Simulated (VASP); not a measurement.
Input of a VASP 6.6.1 run:

The input INCAR:

```
SYSTEM = KCl
ALGO     = Normal         ! electronic algorithm
EDIFF    = 1E-6           ! SCF threshold, eV
ENCUT    = 520            ! plane-wave cutoff, eV
GGA      = PS             ! functional
ISIF     = 2              ! what is computed and relaxed
ISMEAR   = 0              ! smearing method
LASPH    = .True.         ! aspherical terms in the spheres
LCHARG   = .False.        ! write CHGCAR
LREAL    = .False.        ! projectors in reciprocal space
LWAVE    = .False.        ! write WAVECAR
NBANDS   = 15             ! bands
NELM     = 80             ! most SCF steps
PREC     = Accurate       ! precision mode
SIGMA    = 0.02           ! smearing width, eV
```

Contents of KPOINTS:

```
k-points
0
Gamma
  6 6 6
  0 0 0
```

POSCAR

```
KCl
1.0
    3.6516404959      0.0000000000      0.0000000000
    0.0000000000      3.6516404959      0.0000000000
    0.0000000000      0.0000000000      3.6516404959
K Cl
1 1
Direct
    0.0000000000      0.0000000000      0.0000000000
    0.5000000000      0.5000000000      0.5000000000
```

Potentials or basis: VASP PAW PBE potentials, release 64 (K_sv, Cl).

The run is started by

```bash
$ cat potpaw_PBE.64/K_sv/POTCAR potpaw_PBE.64/Cl/POTCAR > POTCAR
$ mpirun -np 1 vasp_std > vasp.out
```

(1) Estimate the band gap on the k mesh.

(2) What does it give for the pressure?

Results:

(1) 5.29 eV, indirect (least direct gap 5.52 eV).

(2) 1.9 GPa.

Caveat: the cell differs from its parent crystal (Na replaced by K, lengths x 1.083, strained); the PAW data sets were made with another functional, which shifts forces and pressure a little.
